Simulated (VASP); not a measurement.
Here is a VASP 6.6.1 calculation.

INCAR

```
SYSTEM = Ni3Ge
PREC = Accurate ; ENCUT = 600
EDIFF = 1E-6 ; ISMEAR = -1
SIGMA = 0.05 ; LREAL = .False.
LASPH = .True. ; NELM = 120
ALGO = Normal ; ISIF = 2
LWAVE = .False. ; LCHARG = .False.
NBANDS = 30 ; GGA_COMPAT = .False.
```

The input KPOINTS:

```
regular mesh
0
Gamma
  8 8 8
  0 0 0
```

POSCAR

```
Ni3Ge
1.0
    3.4582662500      0.0000000000      0.0000000000
    0.0000000000      3.4582662500      0.0000000000
    0.0000000000      0.0000000000      3.4582662500
Ni Ge
3 1
Direct
    0.5000000000      0.0000000000      0.5000000000
    0.0000000000      0.5000000000      0.5000000000
    0.5000000000      0.5000000000      0.0000000000
    0.0000000000      0.0000000000      0.0000000000
```

Potentials or basis: VASP PAW LDA potentials, release 64 (Ni, Ge_d).

Launch:

```sh
$ cat potpaw_LDA.64/Ni/POTCAR potpaw_LDA.64/Ge_d/POTCAR > POTCAR
$ mpirun -np 1 vasp_std > vasp.out
```

(1) What does it give for the band gap on the k mesh?

(2) What does it give for the pressure?

Results:

(1) zero (bands 22 and 23 overlap by 0.25 eV).

(2) 7.0 GPa.

Caveat: the cell stands under pressure.
